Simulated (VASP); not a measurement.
# Al9Si7C7N9 (P1) in VASP: a series of runs

The runs below take Al9Si7C7N9 through single point, with PBEsol.

Program: VASP 6.6.1. These are calculated values, not measurements. Logs are shortened: lines on timing, memory, paths and dates and some standing lists are left out, and cuts for length are marked.

**1. The cell of the first run**

The typed cell holds 96 atoms: a = 9.292 Å, b = 10.729 Å, c = 10.023 Å, α = 90.00°, β = 90.00°, γ = 90.00°.

**2. Single point, PBEsol**

Input file INCAR:

```
ALGO = Normal
EDIFF = 1E-6
ENCUT = 700
GGA = PS
GGA_COMPAT = False
ISIF = 2
ISMEAR = -1
ISYM = -1
LASPH = True
LCHARG = False
LREAL = Auto
LWAVE = False
NBANDS = 246
NELM = 120
PREC = Accurate
SIGMA = 0.05
```

Input file KPOINTS:

```
explicit points
1
Reciprocal
  0.25000000   0.25000000   0.25000000 1
```

Input file POSCAR:

```
Al9Si7C7N9
1.0
    9.2915530000      0.0000000000      0.0000000000
    0.0000000000     10.7289620000      0.0000000000
    0.0000000000      0.0000000000     10.0234140000
Si Al C N
21 27 21 27
Direct
    0.1689240000      0.0816950000      0.2475210000
    0.1649560000      0.0838670000      0.7479590000
    0.5028000000      0.0810350000      0.2495950000
    0.4989080000      0.0808740000      0.7494990000
    0.0011330000      0.8347200000      0.2501390000
    0.9986640000      0.8325710000      0.7484370000
    0.8341190000      0.0819430000      0.2474290000
    0.6654350000      0.3336670000      0.7495110000
    0.5006190000      0.5845070000      0.2500280000
    0.5005670000      0.5856730000      0.7492540000
    0.8317780000      0.5799320000      0.2496920000
    0.1673080000      0.4175620000      0.4961750000
    0.1660470000      0.4178300000      0.9996710000
    0.5002540000      0.4153640000      0.9981380000
    0.3334500000      0.6672390000      0.4990280000
    0.3363630000      0.6668470000      0.9974480000
    0.1679890000      0.9153490000      0.9986360000
    0.8310060000      0.4174060000      0.5014790000
    0.4967990000      0.9164350000      0.4939170000
    0.4994970000      0.9155740000      0.9981050000
    0.8344440000      0.9131390000      0.5012040000
    0.9948440000      0.3289550000      0.2459790000
    0.0011620000      0.3370470000      0.7491890000
    0.3331510000      0.3319550000      0.2492020000
    0.3331730000      0.3341580000      0.7492090000
    0.1675980000      0.5841180000      0.2462440000
    0.1656500000      0.5810980000      0.7519330000
    0.8344120000      0.0811360000      0.7510320000
    0.6676710000      0.3301470000      0.2473700000
    0.3279120000      0.8315820000      0.2475750000
    0.3362690000      0.8322780000      0.7484810000
    0.8343460000      0.5837450000      0.7489420000
    0.6686030000      0.8384290000      0.2468890000
    0.6636300000      0.8328850000      0.7440750000
    0.0026270000      0.1673600000      0.4969960000
    0.0011480000      0.1655730000      0.9985090000
    0.3302430000      0.1669020000      0.4999050000
    0.3306960000      0.1658060000      0.9976100000
    0.0007780000      0.6667600000      0.4964940000
    0.9988540000      0.6657280000      0.9970780000
    0.6647050000      0.1654290000      0.4934750000
    0.6714790000      0.1654040000      0.0004300000
    0.4992510000      0.4181400000      0.4997160000
    0.1675560000      0.9131000000      0.4976170000
    0.8325060000      0.4180880000      0.0002840000
    0.6646440000      0.6650130000      0.4992600000
    0.6658370000      0.6693980000      0.9997530000
    0.8318300000      0.9183240000      0.9992910000
    0.9990470000      0.1653790000      0.1893910000
    0.0029170000      0.1684590000      0.6887850000
    0.9989310000      0.6671210000      0.1888050000
    0.0015530000      0.6673950000      0.6914190000
    0.6644420000      0.1699570000      0.6886860000
    0.5028270000      0.4157980000      0.1911090000
    0.6659350000      0.6668910000      0.1881610000
    0.6624990000      0.6665580000      0.6867160000
    0.8336530000      0.9144240000      0.1897700000
    0.0030630000      0.3315200000      0.4403030000
    0.9992340000      0.3306840000      0.9376910000
    0.5002190000      0.0820390000      0.4371520000
    0.4986320000      0.0831910000      0.9369580000
    0.3328690000      0.3349350000      0.4406230000
    0.3308110000      0.3325750000      0.9375360000
    0.0022130000      0.8328770000      0.4405080000
    0.6673860000      0.3355730000      0.9370110000
    0.4983390000      0.5841150000      0.4393040000
    0.3341130000      0.8327590000      0.4378930000
    0.3330300000      0.8350970000      0.9375540000
    0.6690960000      0.8343850000      0.9389230000
    0.3324170000      0.1643710000      0.1894110000
    0.3334720000      0.1670730000      0.6919170000
    0.1612630000      0.4181430000      0.1892190000
    0.1702760000      0.4166440000      0.6896430000
    0.6688320000      0.1634410000      0.1882370000
    0.4963550000      0.4169210000      0.6914630000
    0.3331820000      0.6672270000      0.1906760000
    0.3304970000      0.6663100000      0.6876310000
    0.1663460000      0.9151180000      0.1907570000
    0.1683520000      0.9167150000      0.6893850000
    0.8360570000      0.4151830000      0.1898510000
    0.8332070000      0.4154570000      0.6894580000
    0.4976340000      0.9148320000      0.1871240000
    0.4983150000      0.9149650000      0.6900660000
    0.8321520000      0.9145570000      0.6909810000
    0.1684640000      0.0803830000      0.4386810000
    0.1654680000      0.0809820000      0.9426870000
    0.1682110000      0.5817380000      0.4421680000
    0.1659650000      0.5875300000      0.9397400000
    0.0014040000      0.8304370000      0.9387950000
    0.8346980000      0.0808690000      0.4372040000
    0.8344420000      0.0840600000      0.9399490000
    0.6655390000      0.3340910000      0.4417520000
    0.5014790000      0.5848240000      0.9375560000
    0.8325290000      0.5848400000      0.4372890000
    0.8339720000      0.5854040000      0.9356330000
    0.6674360000      0.8340040000      0.4384760000
```

Potentials or basis: VASP PAW PBE potentials, release 64 (Si, Al, C, N).

Command:

```bash
$ cat potpaw_PBE.64/Si/POTCAR potpaw_PBE.64/Al/POTCAR potpaw_PBE.64/C/POTCAR potpaw_PBE.64/N/POTCAR > POTCAR
$ mpirun -np 1 vasp_std > vasp.out
```

OUTCAR:

```text
EDIFF = 1E-6
   ENCUT = 700
   GGA = PS
   ISIF = 2
   ISMEAR = -1
   ISYM = -1
   LASPH = True
   LREAL = Auto
   NELM = 120
   PREC = Accurate

 ion  position               nearest neighbor table
   1  0.169  0.082  0.248-  70 1.85  78 1.88  49 1.91  85 1.92  38 3.06  30 3.06  17 3.07   5 3.07
                            36 3.08  37 3.08  35 3.08  24 3.09  44 3.09   3 3.10  22 3.11   7 3.11
   2  0.165  0.084  0.748-  50 1.86  79 1.89  71 1.89  86 1.95  37 3.06  36 3.06  35 3.07  38 3.07
                            28 3.07  17 3.10   4 3.10  44 3.11  25 3.11   6 3.11  23 3.11  31 3.13
   3  0.503  0.081  0.250-  60 1.88  74 1.88  82 1.89  70 1.92  41 3.01  19 3.02  33 3.02   7 3.08
                            29 3.08  20 3.08  42 3.08   1 3.10  37 3.12  24 3.12  38 3.12  30 3.13
   4  0.499  0.081  0.749-  83 1.88  61 1.88  71 1.88  53 1.91  20 3.06  31 3.07  34 3.07  38 3.08
                            37 3.09   2 3.10  19 3.11  28 3.12  42 3.12   8 3.12  25 3.12  41 3.13
   5  0.001  0.835  0.250-  78 1.86  57 1.88  51 1.90  64 1.91  30 3.04  44 3.04  39 3.06  21 3.07
                             7 3.07   1 3.07  17 3.08  33 3.09  48 3.10  26 3.10  40 3.12
   6  0.999  0.833  0.748-  52 1.86  84 1.87  89 1.91  79 1.91  21 3.04  40 3.07  28 3.07  32 3.08
                            44 3.09  39 3.09  17 3.09  48 3.09   2 3.11  27 3.11  34 3.11  31 3.14
   7  0.834  0.082  0.247-  74 1.86  49 1.87  57 1.89  90 1.90  33 3.03  42 3.04  22 3.04  48 3.04
                            41 3.06  36 3.07   5 3.07   3 3.08  29 3.08  35 3.09   1 3.11  21 3.12
   8  0.665  0.334  0.750-  53 1.86  65 1.88  81 1.89  75 1.90  14 3.06  18 3.06  43 3.08  25 3.09
                            45 3.09  42 3.10  10 3.11  32 3.11  23 3.12   4 3.12  28 3.13  41 3.14
   9  0.501  0.585  0.250-  55 1.88  76 1.89  66 1.90  54 1.90  46 3.05  15 3.07  43 3.07  11 3.08
                            47 3.08  16 3.09  26 3.09  30 3.10  14 3.11  24 3.12  29 3.14  33 3.14
  10  0.501  0.586  0.749-  56 1.85  93 1.89  75 1.90  77 1.90  16 3.05  46 3.05  31 3.05  34 3.06
                            15 3.08  47 3.08  43 3.08  14 3.09  32 3.10   8 3.11  27 3.11  25 3.11
  11  0.832  0.580  0.250-  80 1.87  94 1.88  55 1.90  51 1.91  45 3.04  18 3.07  39 3.07   9 3.08
                            46 3.08  29 3.08  22 3.09  47 3.09  40 3.11  26 3.12  33 3.16
  12  0.167  0.418  0.496-  87 1.84  62 1.86  58 1.87  73 1.94  24 3.06  26 3.08  43 3.08  37 3.09
                            39 3.09  35 3.09  15 3.09  23 3.09  25 3.10  27 3.11  22 3.12  18 3.13
  13  0.166  0.418  1.000-  63 1.89  72 1.90  59 1.91  88 1.92  27 3.04  26 3.05  23 3.07  40 3.08
                            24 3.08  25 3.09  22 3.09  45 3.10  16 3.11  14 3.11  38 3.11  36 3.11
  14  0.500  0.415  0.998-  65 1.88  63 1.91  93 1.92  54 1.93   8 3.06  25 3.07  29 3.08  45 3.09
                            24 3.09  10 3.09  16 3.10  13 3.11  38 3.11   9 3.11  42 3.12  47 3.13
  15  0.333  0.667  0.499-  66 1.87  87 1.88  67 1.88  77 1.89  44 3.06  31 3.06   9 3.07  19 3.07
                            30 3.08  10 3.08  46 3.08  43 3.08  39 3.09  12 3.09  26 3.10  27 3.12
  16  0.336  0.667  0.997-  93 1.87  88 1.89  68 1.90  76 1.94  10 3.05  47 3.06  31 3.06  30 3.07
                            27 3.07  20 3.07  26 3.08   9 3.09  17 3.09  14 3.10  13 3.11  40 3.14
  17  0.168  0.915  0.999-  68 1.86  86 1.86  89 1.89  78 1.93  30 3.04   1 3.07  20 3.08  38 3.08
                             5 3.08  31 3.09   6 3.09  16 3.09   2 3.10  36 3.10  40 3.11  48 3.12
  18  0.831  0.417  0.501-  92 1.88  81 1.88  94 1.91  58 1.94  32 3.06   8 3.06  23 3.07  11 3.07
                            46 3.07  43 3.08  39 3.11  29 3.11  41 3.11  35 3.12  12 3.13  22 3.13
  19  0.497  0.916  0.494-  67 1.85  60 1.87  96 1.90  83 1.97   3 3.02  44 3.06  33 3.06  30 3.06
                            15 3.07  34 3.08  31 3.09  41 3.09  37 3.10   4 3.11  46 3.12  21 3.14
  20  0.499  0.916  0.998-  68 1.87  82 1.89  69 1.90  61 1.90   4 3.06  31 3.06  47 3.06  33 3.06
[... 103 lines left out ...]
  95  0.834  0.585  0.936-  40 1.86  32 1.87  45 1.91  47 1.91
  96  0.667  0.834  0.438-  21 1.88  19 1.90  46 1.91  33 1.92

IMPORTANT INFORMATION: All symmetrisations will be switched off!
NOSYMM: (Re-)initialisation of all symmetry stuff for point group C_1.

----------------------------------------------------------------------------------------

                                     Primitive cell

  volume of cell :     999.2213

[... 236 lines left out ...]
   EDIFFG = 0.1E-04   stopping-criterion for IOM
   NSW    =      0    number of steps for IOM
   IBRION =     -1    ionic relax: 0-MD 1-quasi-New 2-CG
   NFREE  =      0    steps in history (QN), initial steepest desc. (CG)
   ISIF   =      2    stress and relaxation
   ISYM   =     -1    0-nonsym 1-usesym 2-fastsym
   POTIM  = 0.5000    time-step for ionic-motion
   TEBEG  =    0.0;   TEEND  =   0.0 temperature during run
   PSTRESS=    0.0 pullay stress
   NELECT =     384.0000    total number of electrons
   NUPDOWN=      -1.0000    fix difference up-down
   EMIN   =  10.00;   EMAX   =-10.00  energy-range for DOS
   EFERMI =   0.00;   METHOD = LEGACY
   ISMEAR =    -1;   SIGMA  =   0.05  broadening in eV -4-tet -1-fermi 0-gaus
   EFERMI_NEDOS =   21; number of points for ismear=-14 and -15
   IALGO  =     38    algorithm
   IMIX   =      4    mixing-type and parameters
     AMIX     =   0.40;   BMIX     =  1.00
     AMIX_MAG =   1.60;   BMIX_MAG =  1.00
  volume/ion in A,a.u.               =      10.41        70.24
  Fermi-wavevector in a.u.,A,eV,Ry     =   1.190231  2.249211 19.274699  1.416650
  Thomas-Fermi vector in A             =   2.326321
   LORBIT       =      0    0 simple, 1 ext, 2 COOP (PROOUT), +10 PAW based schemes
   GGA     = PS    functional components
   LHFCALC =     F    Hartree Fock is set to
   AEXX    =    0.0000 exact exchange contribution
   IVDW    =     0    specifies the selected vdW correction
   LEPSILON=     F    determine dielectric tensor
   LRPA    =     F    only Hartree local field effects (RPA)
 non-spin polarized calculation
  energy-cutoff  :      700.00
  volume of cell :      999.22
 maximum number of plane-waves:     42024
 NGX is ok and might be reduce to    80
   NGX = 41   NGY = 47   NGZ = 43

 number of electron     383.9999998 magnetization

 Free energy of the ion-electron system (eV)
  ---------------------------------------------------
  ext. energy  EPLUGINS =         0.00000000
  ---------------------------------------------------
  free energy    TOTEN  =      -733.36941150 eV

  energy without entropy =     -733.36941150  energy(sigma->0) =     -733.36941150

 E-fermi :   9.0879     XC(G=0): -11.2962

 val. band max:        7.8238173442   @ k =   0.2500   0.2500   0.2500
 cond. band min:      10.2786297046   @ k =   0.2500   0.2500   0.2500
 fundamental gap:      2.4548123604
 Fermi energy:         9.0879114361

 k-point     1 :       0.2500    0.2500    0.2500
  band No.  band energies     occupation
      1      -9.8846      2.00000
      2      -9.3951      2.00000
      3      -9.2255      2.00000
      4      -9.0338      2.00000
      5      -8.7866      2.00000
      6      -8.6467      2.00000
[... 196 lines left out ...]
    203      11.3534      0.00000
    204      11.3936      0.00000
 [bands above 204 left out]

------------------------ aborting loop because EDIFF is reached ----------------------------------------

  FORCE on cell =-STRESS in cart. coord.  units (eV):
  Direction    XX          YY          ZZ          XY          YZ          ZX
  --------------------------------------------------------------------------------------
  -------------------------------------------------------------------------------------
  Total       10.0071633     12.0876575      9.0325895      2.5441111     -0.2373892      1.6772734
  in kB       16.0457449     19.3816634     14.4830881      4.0792937     -0.3806359      2.6893837
  external PRESSURE =      16.6368321 kB  Pullay stress =       0.0000000 kB

 VOLUME and BASIS-vectors are now :
 -----------------------------------------------------------------------------
  energy-cutoff  :      700.00
  volume of cell :      999.22
      direct lattice vectors                 reciprocal lattice vectors
     9.291553000  0.000000000  0.000000000     0.107624635  0.000000000  0.000000000
     0.000000000 10.728962000  0.000000000     0.000000000  0.093205661  0.000000000
     0.000000000  0.000000000 10.023414000     0.000000000  0.000000000  0.099766407

 POSITION                                       TOTAL-FORCE (eV/Angst)
 -----------------------------------------------------------------------------------
      1.56957      0.87650      2.48101        -1.213519      1.341071      1.833921
      1.53270      0.89981      7.49710        -1.001996      1.116550     -0.317965
      4.67179      0.86942      2.50179        -0.688033     -0.304700      0.197621
      4.63563      0.86769      7.51254         0.954694      1.192412      0.706782
      0.01053      8.95568      2.50725        -2.355298     -0.901837      0.800067
      9.27914      8.93262      7.50189         0.138603     -1.426227     -0.409200
[... 88 lines left out ...]
      7.74890      6.28078      9.37824        -0.036009     -0.320888      0.637142
      6.20152      8.94800      4.39503         0.057097      2.231915      1.818930
 -----------------------------------------------------------------------------------
    total drift:                               -0.007834      0.023067      0.021619

  FREE ENERGIE OF THE ION-ELECTRON SYSTEM (eV)
  ---------------------------------------------------
  free  energy   TOTEN  =      -733.3694115020 eV

  energy  without entropy=     -733.3694115018  energy(sigma->0) =     -733.36941150
```

Wall time 13 min (1 thread of Intel Xeon Platinum 8488C (Sapphire Rapids), shared host); peak memory 1.4 GiB.

Results:

```
Free energy            : -733.3694 eV
Pressure               : 1.7 GPa
Largest force          : 4.141 eV/Å
Band gap on the k mesh : 2.45 eV
```

Forces in eV/Å, atoms in the order of the input:
```
Si  -1.214  1.341  1.834
Si  -1.002  1.117 -0.318
Si  -0.688 -0.305  0.198
Si   0.955  1.192  0.707
Si  -2.355 -0.902  0.800
Si   0.139 -1.426 -0.409
Si   1.026 -1.573  0.237
Si   0.210 -0.478  1.059
Si   1.065 -1.177  0.765
Si   1.144 -0.044 -1.379
Si  -0.449  0.381 -0.765
Si   0.787 -1.214  0.714
Si  -1.149 -1.778  0.235
Si   0.217 -1.505  0.992
Si   0.836 -0.960 -0.397
Si  -0.761 -0.293  0.594
Si  -0.887  0.371 -0.640
Si   0.729 -0.953 -0.527
Si   0.627  0.030  0.440
Si   2.560  0.825 -0.809
Si   0.476  0.531 -0.990
Al   1.236  1.886  0.342
Al   0.494 -0.656  0.098
Al  -0.762  1.117  0.271
Al  -0.629 -0.173 -0.358
Al  -0.362 -1.342  0.775
Al  -0.232 -0.366 -0.659
Al  -0.027  1.343  0.808
Al   0.460  1.356  0.566
Al   1.648 -0.107  0.374
Al  -0.474 -0.165 -0.936
Al  -0.822  0.235  1.014
Al  -0.491 -1.715 -0.004
Al   0.284 -0.576  1.984
Al   0.148 -1.083  0.532
Al  -1.357  0.367 -0.809
Al  -0.206  0.614 -0.160
Al   0.662  0.337  0.056
Al   0.019 -0.647  0.826
Al  -1.542 -0.777 -0.122
Al   1.096  0.771  1.457
Al  -0.059 -0.022 -1.715
Al  -0.188 -0.443 -0.289
Al  -0.202  1.482  0.542
Al   0.796  0.880 -0.330
Al  -0.001  0.282 -0.332
Al   1.986 -0.238 -0.723
Al  -0.251  0.723 -0.088
C    0.927 -3.133  1.234
C    2.012 -2.440  0.563
C   -0.612  1.067  1.137
C    0.422  2.322  0.165
C   -1.687 -0.228  0.021
C   -0.841  2.006 -2.159
C   -0.463 -1.770  2.103
C   -1.644 -1.562  0.989
C    2.649  2.539  1.207
C   -1.482  3.798  0.725
C    2.208  2.575  1.240
C   -0.424 -2.355 -1.994
C   -0.495 -2.361 -0.146
C   -1.942  0.272  0.850
C   -0.071  2.962  1.634
C   -2.352  1.362 -1.342
C   -2.000  1.163 -1.046
C   -2.248  1.443 -1.137
C    1.359 -1.352  1.201
C   -0.801 -1.228  2.547
C   -2.827  1.023 -0.264
N    0.083 -2.811  0.576
N   -0.378 -3.203  0.690
N    0.937  0.129 -1.838
N   -0.118  1.108 -2.076
N   -0.459 -1.621  1.825
N    2.000  1.613  0.886
N    1.260 -0.614 -2.717
N    1.542 -1.031 -0.115
N   -0.778  1.346 -1.994
N   -1.196  1.115  1.686
N   -0.926  1.856  1.056
N   -2.269 -0.061 -2.227
N   -0.816  2.462 -0.544
N   -0.374  2.465 -2.619
N    1.774 -0.389 -1.951
N    0.040 -0.664 -2.473
N    0.332 -3.278 -1.241
N    1.340 -0.036  0.350
N    3.190 -0.684  1.313
N    2.128  2.597 -1.398
N   -0.570 -1.546 -0.949
N    0.685 -0.828 -0.027
N    2.429  0.937 -0.023
N   -3.110 -0.595 -0.859
N    0.058 -2.548 -0.773
N   -0.036 -0.321  0.637
N    0.057  2.232  1.819
```

Levels at points of the mesh, in eV from the valence-band top:
| k point | band 188 | band 189 | band 190 | band 191 | band 192 | band 193 | band 194 | band 195 | band 196 | band 197 |
| --- | --- | --- | --- | --- | --- | --- | --- | --- | --- | --- |
| (0.25, 0.25, 0.25) | -0.35 | -0.31 | -0.15 | -0.06 | 0.00 | 2.45 | 2.60 | 2.87 | 2.97 | 2.98 |

Caveat: the PAW data sets were made with another functional, which shifts forces and pressure a little; a shifted mesh leaves out Γ, where band edges can lie.

(Part 1 of 2 ends here.)
